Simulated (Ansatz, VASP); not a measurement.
# One calculation of Al2O3, two programs

```
CELL_PARAMETERS angstrom
2.35527 1.35982 4.28520
-2.35527 1.35982 4.28520
0.00000 -2.71963 4.28520
ATOMIC_POSITIONS crystal
Al 0.35215 0.35215 0.35215
Al 0.14785 0.14785 0.14785
Al 0.64785 0.64785 0.64785
Al 0.85215 0.85215 0.85215
O 0.55617 0.94383 0.25000
O 0.25000 0.55617 0.94383
O 0.94383 0.25000 0.55617
O 0.44383 0.05617 0.75000
O 0.75000 0.44383 0.05617
O 0.05617 0.75000 0.44383
```

Alike in both runs: task single point; functional PBE; k mesh 6 × 6 × 6; no spin polarisation.

|  | VASP | Ansatz |
| --- | --- | --- |
| version | VASP 6.6.1 | Ansatz 0.2.0 |
| potentials or method | VASP PAW PBE potentials, release 64 (Al, O) | plane waves, PAW |
| plane-wave cutoff (eV) | 520 | 420 |
| occupations | gaussian, width 0.01 eV | fixed |
| valence electrons in the cell | 48 | 48 |

Ansatz gave:

| Property | Result |
| --- | --- |
| gap on the k mesh at the Fermi level (eV) | 6.63 |
| pressure (GPa) | 16.2 |
| traceless stress, the component that is largest in VASP (GPa) | -0.79 |
| rms of the force components (eV/Å) | 0.032 |

Q: Estimate VASP's values.

A: gap on the k mesh at the Fermi level (eV): 6.63; pressure (GPa): 16.1; traceless stress, the component that is largest in VASP (GPa): -0.83; rms of the force components (eV/Å): 0.032.

Atom by atom the forces differ by 0.001 eV/Å (rms over components).
